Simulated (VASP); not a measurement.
Set up this calculation in VASP 6.6.1, as the native input.

```yaml
Task: single point
Functional: PBEsol
Potentials_or_basis: VASP PAW PBE potentials, release 64 (Na_pv, H)
Cutoff: 520 eV
k_mesh: 9 × 9 × 9
Occupations: fermi-dirac, width 0.03 eV
Spin: no spin polarisation
Dipole_correction: no
Further_INCAR_settings: ALGO = Normal; EDIFF = 1e-07; NBANDS = 11
```

The structure of NaH lies in POSCAR:

```
NaH
1.0
   -0.0488000000      2.4156000000      2.4156000000
    2.4156000000     -0.0488000000      2.4156000000
    2.4156000000      2.4156000000     -0.0488000000
Na H
1 1
Direct
    0.0000000000      0.0000000000      0.0000000000
    0.5000000000      0.5000000000      0.5000000000
```

This cell differs from its parent crystal: equal xy, yz and zx shear strains of -2 %.

One way to write it, as run:

INCAR

```
  PREC = Accurate
  ENCUT = 520
  EDIFF = 1E-7
  ISMEAR = -1
  SIGMA = 0.03
  LREAL = False
  LASPH = True
  NELM = 100
  ALGO = Normal
  ISIF = 2
  LWAVE = False
  LCHARG = False
  GGA = PS
  NBANDS = 11
```

KPOINTS

```
Automatic mesh
0
Gamma
  9 9 9
```

Potentials or basis: VASP PAW PBE potentials, release 64 (Na_pv, H).

Run with:

```sh
$ cat potpaw_PBE.64/Na_pv/POTCAR potpaw_PBE.64/H/POTCAR > POTCAR
$ mpirun -np 1 vasp_std > vasp.out
```

It gave:

```json
{"Pressure": "-1.2 GPa", "Band gap on the k mesh": "3.75 eV, indirect (least direct gap 4.52 eV)"}
```

Caveat: the cell differs from its parent crystal (equal xy, yz and zx shear strains of -2 %); the PAW data sets were made with another functional, which shifts forces and pressure a little.

It took 40 s on 1 thread of AMD EPYC 7571 (shared host), peak memory 0.13 GiB.
